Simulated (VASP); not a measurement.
Wanted: the native input for a VASP 6.6.1 run.

| Quantity | Value |
| --- | --- |
| Task | single point |
| Functional | r2SCAN |
| Potentials or basis | VASP PAW PBE potentials, release 64 (Rh_pv) |
| Cutoff | 520 eV |
| k mesh | 22 × 22 × 22 |
| Occupations | gaussian, width 0.15 eV |
| Spin | no spin polarisation |
| Dipole correction | no |
| Further INCAR settings | ALGO = Normal; EDIFF = 1e-06; NBANDS = 14 |

Crystal: Rh.

```xyz
1
Lattice="0.0000 1.8540 1.8065 1.8540 0.0000 1.8065 1.8540 1.8540 0.0000" Properties=species:S:1:pos:R:3 pbc="T T T"
Rh    0.0000    0.0000    0.0000
```

This cell differs from its parent crystal: strain -0.025 along x and y, -0.050 along z.

These files were run (other wordings do the same):

POSCAR

```
Rh
1.0
    0.0000000000      1.8540112500      1.8064725000
    1.8540112500      0.0000000000      1.8064725000
    1.8540112500      1.8540112500      0.0000000000
Rh
1
Direct
    0.0000000000      0.0000000000      0.0000000000
```

INCAR.step1

```
ALGO = Normal
EDIFF = 1E-4
ENCUT = 520
GGA = PE
ISMEAR = 0
LASPH = T
LCHARG = F
LREAL = F
LWAVE = T
NBANDS = 14
NELM = 100
PREC = Accurate
SIGMA = 0.15
```

INCAR.step2

```
ALGO = Normal
EDIFF = 1E-6
ENCUT = 520
ISIF = 2
ISMEAR = 0
ISTART = 1
LASPH = T
LCHARG = F
LMIXTAU = T
LREAL = F
LWAVE = F
METAGGA = R2SCAN
NBANDS = 14
NELM = 100
PREC = Accurate
SIGMA = 0.15
```

KPOINTS

```
k-points
0
Gamma
  22 22 22
```

Potentials or basis: VASP PAW PBE potentials, release 64 (Rh_pv).

Launch:

```sh
$ cat potpaw_PBE.64/Rh_pv/POTCAR > POTCAR
$ cp INCAR.step1 INCAR
$ mpirun -np 1 vasp_std > vasp.out
$ cp INCAR.step2 INCAR
$ mpirun -np 1 vasp_std > vasp.out
```

Results of the run:

The pressure is 38.3 GPa and the band gap on the k mesh is zero (an odd number of electrons rules out a gap without spin polarisation).

Caveat: the cell differs from its parent crystal (strain -0.025 along x and y, -0.050 along z); the cell stands under pressure; the PAW data sets were made with another functional, which shifts forces and pressure a little.

Run time: 2.8 min on 1 thread of Intel(R) Xeon(R) 6975P-C (Granite Rapids), with other jobs on the host, peak memory 0.24 GiB.
